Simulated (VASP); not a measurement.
Here is a VASP 6.6.1 calculation.

File INCAR:

```
  PREC = Accurate
  ENCUT = 600
  EDIFF = 1E-6
  ISMEAR = 0
  SIGMA = 0.1
  LREAL = False
  LASPH = True
  NELM = 60
  ALGO = Normal
  ISIF = 3
  LWAVE = False
  LCHARG = False
  GGA = PE
  IBRION = 2
  NSW = 90
  EDIFFG = -0.04
```

Contents of KPOINTS:

```
Automatic mesh
0
Gamma
  6 6 6
```

The input POSCAR:

```
RePb2
1.0
   -1.9553292906      1.9553292906      4.7966671661
    1.9553292906     -1.9553292906      4.7966671661
    1.9553292906      1.9553292906     -4.7966671661
Re Pb
1 2
Direct
    0.0000000000      0.0000000000      0.0000000000
    0.6650000000      0.6650000000      0.0000000000
    0.3350000000      0.3350000000      0.0000000000
```

Potentials or basis: VASP PAW PBE potentials, release 64 (Re, Pb_d).

Run with:

```bash
$ cat potpaw_PBE.64/Re/POTCAR potpaw_PBE.64/Pb_d/POTCAR > POTCAR
$ mpirun -np 1 vasp_std > vasp.out
```

Predict the relaxed cell.

a = 7.511 Å, b = 7.511 Å, c = 7.511 Å, α = 155.28°, β = 155.28°, γ = 35.24°.

Estimate the relaxed volume.

24.68 Å³/atom.

Forces on the atoms (eV/Å):
```
Re   0.000  0.000  0.000
Pb   0.000  0.000 -0.034
Pb   0.000  0.000  0.034
```

Caveat: the k points lie up to 0.46 Å⁻¹ apart in the final cell.
